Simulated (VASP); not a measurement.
# Hf3HN4 in VASP: single point with PBEsol

Aim: the single point of Hf3HN4 with PBEsol.

All numbers are computed with VASP 6.6.1; they aren't measurements. Logs are shortened: lines on timing, memory, paths and dates and some standing lists are left out, and cuts for length are marked.

**1. The cell of the first run**

The cell holds a slab with vacuum, 8 atoms: a = 3.183 Å, b = 3.183 Å, c = 26.797 Å, α = 90.00°, β = 90.00°, γ = 120.00°.

**2. Single point, PBEsol**

INCAR reads:

```
PREC = Accurate
ENCUT = 520
EDIFF = 1E-6
ISMEAR = 0
SIGMA = 0.1
LREAL = F
LASPH = T
NELM = 120
ALGO = Normal
ISIF = 2
LWAVE = F
LCHARG = F
LDIPOL = T
IDIPOL = 3
DIPOL = 0.5 0.5 0.483
GGA = PS
NBANDS = 36
GGA_COMPAT = F
NELMDL = -8
```

KPOINTS reads:

```
Automatic mesh
0
Gamma
  9 9 1
```

POSCAR reads:

```
Hf3HN4
1.0
    3.1830776025      0.0000000000      0.0000000000
   -1.5915388012      2.7566260660      0.0000000000
    0.0000000000      0.0000000000     26.7969159377
N Hf H
4 3 1
Direct
    0.3333333333      0.6666666667      0.3172006816
    0.0000000000      0.0000000000      0.4141884090
    0.6678079056      0.3356158113      0.5124242336
    0.3293399929      0.6586799858      0.6056386482
    0.6666666667      0.3333333333      0.3656945453
    0.3345100199      0.6690200398      0.4635102316
    0.0094485729      0.0188971458      0.5620644207
    0.8094159964      0.6188319928      0.6238656167
```

Potentials or basis: VASP PAW PBE potentials, release 64 (N, Hf_pv, H).

The run is started by

```sh
> cat potpaw_PBE.64/N/POTCAR potpaw_PBE.64/Hf_pv/POTCAR potpaw_PBE.64/H/POTCAR > POTCAR
> mpirun -np 1 vasp_std > vasp.out
```

OUTCAR:

```text
PREC = Accurate
   ENCUT = 520
   EDIFF = 1E-6
   ISMEAR = 0
   LREAL = F
   LASPH = T
   NELM = 120
   ISIF = 2
   GGA = PS
   NELMDL = -8

 ion  position               nearest neighbor table
   1  0.333  0.667  0.317-   5 2.25   5 2.25   5 2.25
   2  0.000  0.000  0.414-   5 2.25   5 2.25   5 2.25   6 2.26   6 2.26   6 2.27
   3  0.668  0.336  0.512-   7 2.25   7 2.25   6 2.26   6 2.26   6 2.26   7 2.31
   4  0.329  0.659  0.606-   7 2.12   7 2.21   7 2.21
   5  0.667  0.333  0.366-   2 2.25   1 2.25   1 2.25   2 2.25   2 2.25   1 2.25   6 3.20   6 3.20
                             6 3.20
   6  0.335  0.669  0.464-   3 2.26   3 2.26   3 2.26   2 2.26   2 2.26   2 2.27   7 3.19   5 3.20
                             5 3.20   5 3.20   7 3.23   7 3.23
   7  0.009  0.019  0.562-   8 1.99   4 2.12   4 2.21   4 2.21   3 2.25   3 2.25   3 2.31   6 3.19
                             6 3.23   6 3.23
   8  0.809  0.619  0.624-   7 1.99

  LATTYP: Found a hexagonal cell.
 ALAT       =     3.1830776025
 C/A-ratio  =     8.4185556509

  Lattice vectors:

 A1 = (   3.1830776025,   0.0000000000,   0.0000000000)
 A2 = (  -1.5915388012,   2.7566260660,   0.0000000000)
 A3 = (   0.0000000000,   0.0000000000,  26.7969159377)

Analysis of symmetry for initial positions (statically):
=====================================================================
 Subroutine PRICEL returns:
 Original cell was already a primitive cell.

 Routine SETGRP: Setting up the symmetry group for a
 hexagonal supercell.

 Subroutine GETGRP returns: Found  2 space group operations
 (whereof  2 operations were pure point group operations)
 out of a pool of 24 trial point group operations.

The static configuration has the point symmetry C_1h.

Analysis of symmetry for dynamics (positions and initial velocities):
=====================================================================
 Subroutine PRICEL returns:
 Original cell was already a primitive cell.

 Routine SETGRP: Setting up the symmetry group for a
 hexagonal supercell.

 Subroutine GETGRP returns: Found  2 space group operations
 (whereof  2 operations were pure point group operations)
 out of a pool of 24 trial point group operations.

The dynamic configuration has the point symmetry C_1h.

 Subroutine INISYM returns: Found  2 space group operations
 (whereof  2 operations are pure point group operations),
 and found     1 'primitive' translations

----------------------------------------------------------------------------------------

                                     Primitive cell

  volume of cell :     235.1310

  direct lattice vectors                    reciprocal lattice vectors
     3.183077603  0.000000000  0.000000000     0.314161364  0.181381148  0.000000000
    -1.591538801  2.756626066  0.000000000     0.000000000  0.362762296  0.000000000
     0.000000000  0.000000000 26.796915938     0.000000000  0.000000000  0.037317727

  length of vectors
     3.183077603  3.183077602 26.796915938     0.362762296  0.362762296  0.037317727

  position of ions in fractional coordinates (direct lattice)
     0.333333333  0.666666667  0.317200682
     0.000000000  0.000000000  0.414188409
     0.667807906  0.335615811  0.512424234
     0.329339993  0.658679986  0.605638648
     0.666666667  0.333333333  0.365694545
     0.334510020  0.669020040  0.463510232
     0.009448573  0.018897146  0.562064421
     0.809415996  0.618831993  0.623865617

  ion indices of the primitive-cell ions
   primitive index   ion index
                 1           1
                 2           2
                 3           3
                 4           4
                 5           5
                 6           6
                 7           7
                 8           8

----------------------------------------------------------------------------------------

 KPOINTS: Automatic mesh

Automatic generation of k-mesh.
 Grid dimensions read from file:
 generate k-points for:    9    9    1

 Generating k-lattice:

  Cartesian coordinates                     Fractional coordinates (reciprocal lattice)
     0.034906818  0.020153461  0.000000000     0.111111111 -0.000000000  0.000000000
     0.000000000  0.040306922  0.000000000     0.000000000  0.111111111  0.000000000
     0.000000000  0.000000000  0.037317727     0.000000000  0.000000000  1.000000000

  Length of vectors
     0.040306922  0.040306922  0.037317727

  Shift w.r.t. Gamma in fractional coordinates (k-lattice)
     0.000000000  0.000000000  0.000000000

 Subroutine IBZKPT returns following result:
 ===========================================

 Found     25 irreducible k-points:

 Following reciprocal coordinates:
            Coordinates               Weight
  0.000000  0.000000  0.000000      1.000000
  0.111111  0.000000  0.000000      4.000000
  0.000000  0.111111  0.000000      2.000000
  0.222222  0.000000  0.000000      4.000000
  0.000000  0.222222  0.000000      2.000000
  0.333333 -0.000000  0.000000      4.000000
[... 16 lines left out ...]
 -0.222222 -0.444444  0.000000      4.000000
  0.444444  0.333333  0.000000      4.000000
   k-points           NKPTS =     25   k-points in BZ     NKDIM =     25   number of bands    NBANDS=     36
   number of dos      NEDOS =    301   number of ions     NIONS =      8
   total plane-waves  NPLWV = 115200
   dimension x,y,z NGX =    24 NGY =   24 NGZ =  200
   dimension x,y,z NGXF=    48 NGYF=   48 NGZF=  400
   ions per type =               4   3   1
   NGX,Y,Z   is equivalent  to a cutoff of  12.53, 12.53, 12.41 a.u.
   NGXF,Y,Z  is equivalent  to a cutoff of  25.07, 25.07, 24.82 a.u.
 SYSTEM =  unknown system
   PREC   = accura    normal or accurate (medium, high low for compatibility)
   ISTART =      0    job   : 0-new  1-cont  2-samecut
   ICHARG =      2    charge: 1-file 2-atom 10-const
   ISPIN  =      1    spin polarized calculation?
   LNONCOLLINEAR =      F non collinear calculations
   LSORBIT =      F    spin-orbit coupling
   LASPH  =      T    aspherical Exc in radial PAW
   ENCUT  =  520.0 eV  38.22 Ry    6.18 a.u.   5.92  5.92 49.82*2*pi/ulx,y,z
   NELM   =    120;   NELMIN=  2; NELMDL= -8     # of ELM steps
   EDIFF  = 0.1E-05   stopping-criterion for ELM
   LREAL  =      F    real-space projection
   EDIFFG = 0.1E-04   stopping-criterion for IOM
   NSW    =      0    number of steps for IOM
   IBRION =     -1    ionic relax: 0-MD 1-quasi-New 2-CG
   NFREE  =      0    steps in history (QN), initial steepest desc. (CG)
   ISIF   =      2    stress and relaxation
   ISYM   =      2    0-nonsym 1-usesym 2-fastsym
   POTIM  = 0.5000    time-step for ionic-motion
   TEBEG  =    0.0;   TEEND  =   0.0 temperature during run
   PSTRESS=    0.0 pullay stress
   NELECT =      51.0000    total number of electrons
   NUPDOWN=      -1.0000    fix difference up-down
   EMIN   =  10.00;   EMAX   =-10.00  energy-range for DOS
   EFERMI =   0.00;   METHOD = LEGACY
   ISMEAR =     0;   SIGMA  =   0.10  broadening in eV -4-tet -1-fermi 0-gaus
   EFERMI_NEDOS =   21; number of points for ismear=-14 and -15
   IALGO  =     38    algorithm
   IMIX   =      4    mixing-type and parameters
     AMIX     =   0.40;   BMIX     =  1.00
     AMIX_MAG =   1.60;   BMIX_MAG =  1.00
  volume/ion in A,a.u.               =      29.39       198.34
  Fermi-wavevector in a.u.,A,eV,Ry     =   0.983622  1.858776 13.163805  0.967512
  Thomas-Fermi vector in A             =   2.114794
   LORBIT       =      0    0 simple, 1 ext, 2 COOP (PROOUT), +10 PAW based schemes
   GGA     = PS    functional components
   LHFCALC =     F    Hartree Fock is set to
   AEXX    =    0.0000 exact exchange contribution
   IVDW    =     0    specifies the selected vdW correction
   LEPSILON=     F    determine dielectric tensor
   LRPA    =     F    only Hartree local field effects (RPA)
 non-spin polarized calculation
 Gauss-broadening in eV      SIGMA  =   0.10
  energy-cutoff  :      520.00
  volume of cell :      235.13
 maximum number of plane-waves:      6372
   NGX = 11   NGY = 11   NGZ = 99

 dipolmoment           0.000000      0.000000      0.644634 electrons x Angstroem

 number of electron      51.0000007 magnetization

 dipolmoment           0.000000      0.000000     -0.171773 electrons x Angstroem

 Free energy of the ion-electron system (eV)
  ---------------------------------------------------
  ext. energy  EPLUGINS =         0.00000000
  ---------------------------------------------------
  free energy    TOTEN  =       -76.93599247 eV

  energy without entropy =      -76.91302625  energy(sigma->0) =      -76.92450936

 E-fermi :  -1.9586     XC(G=0):  -4.9302

 val. band max:       -1.9681690826   @ k =   0.2222   0.1111   0.0000
 cond. band min:      -1.8560913555   @ k =   0.0000   0.0000   0.0000
 fundamental gap:      0.1120777270
 Fermi energy:        -1.9585561894

 k-point     1 :       0.0000    0.0000    0.0000
  band No.  band energies     occupation
      1     -33.5273      2.00000
      2     -33.0510      2.00000
      3     -32.8806      2.00000
      4     -32.8798      2.00000
      5     -32.7513      2.00000
      6     -32.7513      2.00000
[... 28 lines left out ...]
     35       1.9113      0.00000
     36       2.2680      0.00000

 k-point     2 :       0.1111    0.0000    0.0000
  band No.  band energies     occupation
      1     -33.4977      2.00000
      2     -33.0672      2.00000
      3     -32.9539      2.00000
      4     -32.9009      2.00000
      5     -32.8391      2.00000
      6     -32.7681      2.00000
[... 28 lines left out ...]
     35       2.1940      0.00000
     36       2.3052      0.00000
[... 817 lines left out ...]
     35       4.0577      0.00000
     36       4.2433      0.00000

 k-point    24 :       0.4444    0.3333    0.0000
  band No.  band energies     occupation
      1     -33.5450      2.00000
      2     -33.4254      2.00000
      3     -33.2702      2.00000
      4     -33.1570      2.00000
      5     -33.0618      2.00000
      6     -32.9688      2.00000
[... 28 lines left out ...]
     35       4.0040      0.00000
     36       4.2579      0.00000

 [... further k-points ...]

------------------------ aborting loop because EDIFF is reached ----------------------------------------

 vacuum level on the upper side and lower side of the slab       (xc-potential included)        -1.923         1.565

  FORCE on cell =-STRESS in cart. coord.  units (eV):
  Direction    XX          YY          ZZ          XY          YZ          ZX
  --------------------------------------------------------------------------------------
  -------------------------------------------------------------------------------------
  Total       -7.9427282      0.5145066     -5.2631276      0.0000000      0.0109653      0.0000000
  in kB      -54.1215699      3.5058363    -35.8628322      0.0000000      0.0747172      0.0000000
  external PRESSURE =     -28.8261886 kB  Pullay stress =       0.0000000 kB

 VOLUME and BASIS-vectors are now :
 -----------------------------------------------------------------------------
  energy-cutoff  :      520.00
  volume of cell :      235.13
      direct lattice vectors                 reciprocal lattice vectors
     3.183077603  0.000000000  0.000000000     0.314161364  0.181381148  0.000000000
    -1.591538801  2.756626066  0.000000000     0.000000000  0.362762296  0.000000000
     0.000000000  0.000000000 26.796915938     0.000000000  0.000000000  0.037317727

 POSITION                                       TOTAL-FORCE (eV/Angst)
 -----------------------------------------------------------------------------------
     -0.00000      1.83775      8.50000        -0.000000     -0.012095      5.071705
      0.00000      0.00000     11.09897        -0.000000     -0.005593      1.558304
      1.59154      0.92517     13.73139         0.000000      0.003248      0.011676
      0.00000      1.81573     16.22925         0.000000      0.012501     -0.098603
      1.59154      0.91888      9.79949         0.000000      0.017524     -6.538192
      0.00000      1.84424     12.42064        -0.000000     -0.004358      0.007642
      0.00000      0.05209     15.06159         0.000000      0.000580     -0.010708
      1.59154      1.70589     16.71767        -0.000000     -0.011808     -0.001824
 -----------------------------------------------------------------------------------
    total drift:                                0.000000     -0.000129      0.000353

  FREE ENERGIE OF THE ION-ELECTRON SYSTEM (eV)
  ---------------------------------------------------
  free  energy   TOTEN  =       -76.9359924677 eV

  energy  without entropy=      -76.9130262524  energy(sigma->0) =      -76.92450936

 vacuum level on the upper side and lower side of the slab         2.658         6.215
```

Run time: 12 min. Hardware: 1 thread of Intel Xeon Platinum 8488C (Sapphire Rapids), shared host; peak memory 0.43 GiB.

What came out:

```yaml
Free_energy: -76.9360 eV
Largest_force: 6.538 eV/Å
Band_gap_on_the_k_mesh: zero (an odd number of electrons rules out a gap without spin polarisation)
```

Forces on the atoms (eV/Å):
```
N    0.000 -0.012  5.072
N    0.000 -0.006  1.558
N    0.000  0.003  0.012
N    0.000  0.013 -0.099
Hf   0.000  0.018 -6.538
Hf   0.000 -0.004  0.008
Hf   0.000  0.001 -0.011
H    0.000 -0.012 -0.002
```

Caveat: the PAW data sets were made with another functional, which shifts forces and pressure a little; spin-orbit coupling is left out, which moves the levels of the heavy elements.
